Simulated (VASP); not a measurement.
# SnTe2 (P4_2/mnm) in VASP: a series of runs

The runs below take SnTe2 through single point, relaxation of cell and atoms, with r2SCAN, PBE.

Everything below comes from runs of VASP 6.6.1. Logs are shortened: lines on timing, memory, paths and dates and some standing lists are left out, and cuts for length are marked.

### 1 The cell of the first run

Symmetry: P4_2/mnm, No. 136, tetragonal system. The conventional cell has a = 6.959 Å, b = 6.959 Å, c = 4.418 Å, α = 90.00°, β = 90.00°, γ = 90.00°. Within 3.9 Å of Sn (site symmetry mmm) lie 6 Te at 2.94 to 2.98 Å. Te (site symmetry m2m) has 3 Sn at 2.94 to 2.98 Å and 1 Te at 3.89 Å within 3.9 Å.

### 2 Single point, r2SCAN

POSCAR reads:

```
SnTe2
1.0
    6.9585660208      0.0000000000      0.0000000000
    0.0000000000      6.9585660208      0.0000000000
    0.0000000000      0.0000000000      4.4179121918
Sn Te
2 4
Direct
    0.0000000000      0.0000000000      0.0000000000
    0.5000000000      0.5000000000      0.5000000000
    0.3023537548      0.3023537548      0.0000000000
    0.1976462452      0.8023537548      0.5000000000
    0.8023537548      0.1976462452      0.5000000000
    0.6976462452      0.6976462452      0.0000000000
```

INCAR.step1 reads:

```
ALGO = Normal
EDIFF = 1E-4
ENCUT = 520
GGA = PE
ISMEAR = -1
LASPH = True
LCHARG = False
LREAL = False
LWAVE = True
NBANDS = 35
NELM = 100
PREC = Accurate
SIGMA = 0.02
```

INCAR.step2 reads:

```
ALGO = Normal
EDIFF = 1E-6
ENCUT = 520
ISIF = 2
ISMEAR = -1
ISTART = 1
LASPH = True
LCHARG = False
LMIXTAU = True
LREAL = False
LWAVE = False
METAGGA = R2SCAN
NBANDS = 35
NELM = 100
PREC = Accurate
SIGMA = 0.02
```

KPOINTS reads:

```
k-points
0
Gamma
  4 4 6
```

Potentials or basis: VASP PAW PBE potentials, release 64 (Sn_d, Te).

Run with:

```sh
cat potpaw_PBE.64/Sn_d/POTCAR potpaw_PBE.64/Te/POTCAR > POTCAR
cp INCAR.step1 INCAR
mpirun -np 1 vasp_std > vasp.out
cp INCAR.step2 INCAR
mpirun -np 1 vasp_std > vasp.out
```

OUTCAR:

```text
EDIFF = 1E-6
   ENCUT = 520
   ISIF = 2
   ISMEAR = -1
   ISTART = 1
   LASPH = True
   LREAL = False
   METAGGA = R2SCAN
   NELM = 100
   PREC = Accurate

 ion  position               nearest neighbor table
   1  0.000  0.000  0.000-   4 2.94   5 2.94   4 2.94   5 2.94   3 2.98   6 2.98
   2  0.500  0.500  0.500-   3 2.94   6 2.94   3 2.94   6 2.94   5 2.98   4 2.98
   3  0.302  0.302  0.000-   2 2.94   2 2.94   1 2.98
   4  0.198  0.802  0.500-   1 2.94   1 2.94   2 2.98
   5  0.802  0.198  0.500-   1 2.94   1 2.94   2 2.98
   6  0.698  0.698  0.000-   2 2.94   2 2.94   1 2.98

  LATTYP: Found a simple tetragonal cell.
 ALAT       =     6.9585660208
 C/A-ratio  =     0.6348883058

  Lattice vectors:

 A1 = (   6.9585660208,   0.0000000000,   0.0000000000)
 A2 = (   0.0000000000,   6.9585660208,   0.0000000000)
 A3 = (   0.0000000000,   0.0000000000,   4.4179121918)

Analysis of symmetry for initial positions (statically):
=====================================================================
 Subroutine PRICEL returns:
 Original cell was already a primitive cell.

 Routine SETGRP: Setting up the symmetry group for a
 simple tetragonal supercell.

 Subroutine GETGRP returns: Found 16 space group operations
 (whereof  8 operations were pure point group operations)
 out of a pool of 16 trial point group operations.

The static configuration has the point symmetry D_2h.
 The point group associated with its full space group is D_4h.

Analysis of symmetry for dynamics (positions and initial velocities):
=====================================================================
 Subroutine PRICEL returns:
 Original cell was already a primitive cell.

 Routine SETGRP: Setting up the symmetry group for a
 simple tetragonal supercell.

 Subroutine GETGRP returns: Found 16 space group operations
 (whereof  8 operations were pure point group operations)
 out of a pool of 16 trial point group operations.

The dynamic configuration has the point symmetry D_2h.
 The point group associated with its full space group is D_4h.

 Subroutine INISYM returns: Found 16 space group operations
 (whereof  8 operations are pure point group operations),
 and found     1 'primitive' translations

----------------------------------------------------------------------------------------

                                     Primitive cell

  volume of cell :     213.9226

  direct lattice vectors                    reciprocal lattice vectors
     6.958566021  0.000000000  0.000000000     0.143707769  0.000000000  0.000000000
     0.000000000  6.958566021  0.000000000     0.000000000  0.143707769  0.000000000
     0.000000000  0.000000000  4.417912192     0.000000000  0.000000000  0.226351262

  length of vectors
     6.958566021  6.958566021  4.417912192     0.143707769  0.143707769  0.226351262

  position of ions in fractional coordinates (direct lattice)
     0.000000000  0.000000000  0.000000000
     0.500000000  0.500000000  0.500000000
     0.302353755  0.302353755  0.000000000
     0.197646245  0.802353755  0.500000000
     0.802353755  0.197646245  0.500000000
     0.697646245  0.697646245  0.000000000

  ion indices of the primitive-cell ions
   primitive index   ion index
                 1           1
                 2           2
                 3           3
                 4           4
                 5           5
                 6           6

----------------------------------------------------------------------------------------

 KPOINTS: k-points

Automatic generation of k-mesh.
 Grid dimensions read from file:
 generate k-points for:    4    4    6

 Generating k-lattice:

  Cartesian coordinates                     Fractional coordinates (reciprocal lattice)
     0.035926942  0.000000000  0.000000000     0.250000000  0.000000000  0.000000000
     0.000000000  0.035926942  0.000000000     0.000000000  0.250000000  0.000000000
     0.000000000  0.000000000  0.037725210     0.000000000  0.000000000  0.166666667

  Length of vectors
     0.035926942  0.035926942  0.037725210

  Shift w.r.t. Gamma in fractional coordinates (k-lattice)
     0.000000000  0.000000000  0.000000000

 Subroutine IBZKPT returns following result:
 ===========================================

 Found     24 irreducible k-points:

 Following reciprocal coordinates:
            Coordinates               Weight
  0.000000  0.000000  0.000000      1.000000
  0.250000  0.000000  0.000000      4.000000
  0.500000  0.000000  0.000000      2.000000
  0.250000  0.250000  0.000000      4.000000
  0.500000  0.250000  0.000000      4.000000
  0.500000  0.500000  0.000000      1.000000
[... 16 lines left out ...]
  0.500000  0.250000  0.500000      4.000000
  0.500000  0.500000  0.500000      1.000000
   k-points           NKPTS =     24   k-points in BZ     NKDIM =     24   number of bands    NBANDS=     35
   number of dos      NEDOS =    301   number of ions     NIONS =      6
   total plane-waves  NPLWV = 104976
   dimension x,y,z NGX =    54 NGY =   54 NGZ =   36
   dimension x,y,z NGXF=   108 NGYF=  108 NGZF=   72
   ions per type =               2   4
   NGX,Y,Z   is equivalent  to a cutoff of  12.90, 12.90, 13.55 a.u.
   NGXF,Y,Z  is equivalent  to a cutoff of  25.80, 25.80, 27.09 a.u.
 SYSTEM =  unknown system
   PREC   = accura    normal or accurate (medium, high low for compatibility)
   ISTART =      1    job   : 0-new  1-cont  2-samecut
   ICHARG =      0    charge: 1-file 2-atom 10-const
   ISPIN  =      1    spin polarized calculation?
   LNONCOLLINEAR =      F non collinear calculations
   LSORBIT =      F    spin-orbit coupling
   LASPH  =      T    aspherical Exc in radial PAW
   ENCUT  =  520.0 eV  38.22 Ry    6.18 a.u.  12.94 12.94  8.21*2*pi/ulx,y,z
   NELM   =    100;   NELMIN=  2; NELMDL=  0     # of ELM steps
   EDIFF  = 0.1E-05   stopping-criterion for ELM
   LREAL  =      F    real-space projection
[... 7 lines left out ...]
   TEBEG  =    0.0;   TEEND  =   0.0 temperature during run
   PSTRESS=    0.0 pullay stress
   NELECT =      52.0000    total number of electrons
   NUPDOWN=      -1.0000    fix difference up-down
   EMIN   =  10.00;   EMAX   =-10.00  energy-range for DOS
   EFERMI =   0.00;   METHOD = LEGACY
   ISMEAR =    -1;   SIGMA  =   0.02  broadening in eV -4-tet -1-fermi 0-gaus
   EFERMI_NEDOS =   21; number of points for ismear=-14 and -15
   IALGO  =     38    algorithm
   IMIX   =      4    mixing-type and parameters
     AMIX     =   0.40;   BMIX     =  1.00
     AMIX_MAG =   1.60;   BMIX_MAG =  1.00
  volume/ion in A,a.u.               =      35.65       240.60
  Fermi-wavevector in a.u.,A,eV,Ry     =   1.021701  1.930735 14.202749  1.043873
  Thomas-Fermi vector in A             =   2.155340
   LORBIT       =      0    0 simple, 1 ext, 2 COOP (PROOUT), +10 PAW based schemes
   METAGGA = R2SCAN    functional components
   LHFCALC =     F    Hartree Fock is set to
   AEXX    =    0.0000 exact exchange contribution
   IVDW    =     0    specifies the selected vdW correction
   LEPSILON=     F    determine dielectric tensor
   LRPA    =     F    only Hartree local field effects (RPA)
 non-spin polarized calculation
  energy-cutoff  :      520.00
  volume of cell :      213.92
 maximum number of plane-waves:      5792
 NGX is ok and might be reduce to    54
   NGX = 25   NGY = 25   NGZ = 17

 number of electron      51.9999978 magnetization

 Free energy of the ion-electron system (eV)
  ---------------------------------------------------
  ext. energy  EPLUGINS =         0.00000000
  ---------------------------------------------------
  free energy    TOTEN  =      -150.82585779 eV

  energy without entropy =     -150.82222550  energy(sigma->0) =     -150.82404165

 E-fermi :   4.4831     XC(G=0):  -9.2409

 val. band max:        4.4790212825   @ k =   0.2500   0.0000   0.0000
 cond. band min:       4.6143390102   @ k =   0.0000   0.0000   0.3333
 fundamental gap:      0.1353177277
 Fermi energy:         4.4831238477

 k-point     1 :       0.0000    0.0000    0.0000
  band No.  band energies     occupation
      1     -17.9086      2.00000
      2     -17.8998      2.00000
      3     -17.8745      2.00000
      4     -17.8745      2.00000
      5     -17.8400      2.00000
      6     -17.8393      2.00000
[... 27 lines left out ...]
     34       9.7166      0.00000
     35       9.7568      0.00000

 k-point     2 :       0.2500    0.0000    0.0000
  band No.  band energies     occupation
      1     -17.9073      2.00000
      2     -17.9010      2.00000
      3     -17.8745      2.00000
      4     -17.8744      2.00000
      5     -17.8398      2.00000
      6     -17.8392      2.00000
[... 27 lines left out ...]
     34       9.1215      0.00000
     35      10.5051      0.00000

 k-point     3 :       0.5000    0.0000    0.0000
  band No.  band energies     occupation
      1     -17.9042      2.00000
      2     -17.9042      2.00000
      3     -17.8744      2.00000
      4     -17.8744      2.00000
      5     -17.8392      2.00000
      6     -17.8392      2.00000
[... 27 lines left out ...]
     34       8.2109      0.00000
     35      11.1144      0.00000
[... 723 lines left out ...]
 k-point    23 :       0.5000    0.2500    0.5000
  band No.  band energies     occupation
      1     -17.8971      2.00000
      2     -17.8971      2.00000
      3     -17.8880      2.00000
      4     -17.8880      2.00000
      5     -17.8406      2.00000
      6     -17.8406      2.00000
[... 27 lines left out ...]
     34      10.2174      0.00000
     35      10.8958      0.00000

 k-point    24 :       0.5000    0.5000    0.5000
  band No.  band energies     occupation
      1     -17.8960      2.00000
      2     -17.8960      2.00000
      3     -17.8892      2.00000
      4     -17.8892      2.00000
      5     -17.8406      2.00000
      6     -17.8406      2.00000
[... 27 lines left out ...]
     34      10.4065      0.00000
     35      10.4458      0.00000

------------------------ aborting loop because EDIFF is reached ----------------------------------------

  FORCE on cell =-STRESS in cart. coord.  units (eV):
  Direction    XX          YY          ZZ          XY          YZ          ZX
  --------------------------------------------------------------------------------------
  -------------------------------------------------------------------------------------
  Total        0.0090582      0.0090582     -0.0073685      0.0000000      0.0000000      0.0000000
  in kB        0.0678414      0.0678414     -0.0551869      0.0000000      0.0000000      0.0000000
  external PRESSURE =       0.0268320 kB  Pullay stress =       0.0000000 kB

 VOLUME and BASIS-vectors are now :
 -----------------------------------------------------------------------------
  energy-cutoff  :      520.00
  volume of cell :      213.92
      direct lattice vectors                 reciprocal lattice vectors
     6.958566021  0.000000000  0.000000000     0.143707769  0.000000000  0.000000000
     0.000000000  6.958566021  0.000000000     0.000000000  0.143707769  0.000000000
     0.000000000  0.000000000  4.417912192     0.000000000  0.000000000  0.226351262

 POSITION                                       TOTAL-FORCE (eV/Angst)
 -----------------------------------------------------------------------------------
      0.00000      0.00000      0.00000         0.000000      0.000000      0.000000
      3.47928      3.47928      2.20896         0.000000      0.000000      0.000000
      2.10395      2.10395      0.00000        -0.001128     -0.001128      0.000000
      1.37533      5.58323      2.20896         0.001128     -0.001128      0.000000
      5.58323      1.37533      2.20896        -0.001128      0.001128     -0.000000
      4.85462      4.85462      0.00000         0.001128      0.001128     -0.000000
 -----------------------------------------------------------------------------------
    total drift:                                0.000000      0.000000      0.000000

  FREE ENERGIE OF THE ION-ELECTRON SYSTEM (eV)
  ---------------------------------------------------
  free  energy   TOTEN  =      -150.8258577945 eV

  energy  without entropy=     -150.8222255013  energy(sigma->0) =     -150.82404165
```

Run time: 15 min. Hardware: 1 thread of Oxide Virtual Turin-like, shared host; peak memory 0.41 GiB.

Results:

```yaml
Free_energy: -150.8259 eV
Pressure: 0.0 GPa
Band_gap_on_the_k_mesh: zero (bands 26 and 27 overlap by 0.04 eV)
```

Caveat: the structure was generated, so it needn't be the stable form of SnTe2; semilocal functionals underestimate gaps, and a narrow one can read as zero; the PAW data sets were made with another functional, which shifts forces and pressure a little; spin-orbit coupling is left out, which moves the levels of the heavy elements.

[end of part 1 of 2]

The gap in the log of VASP goes by the Fermi energy; the results here count the filled bands.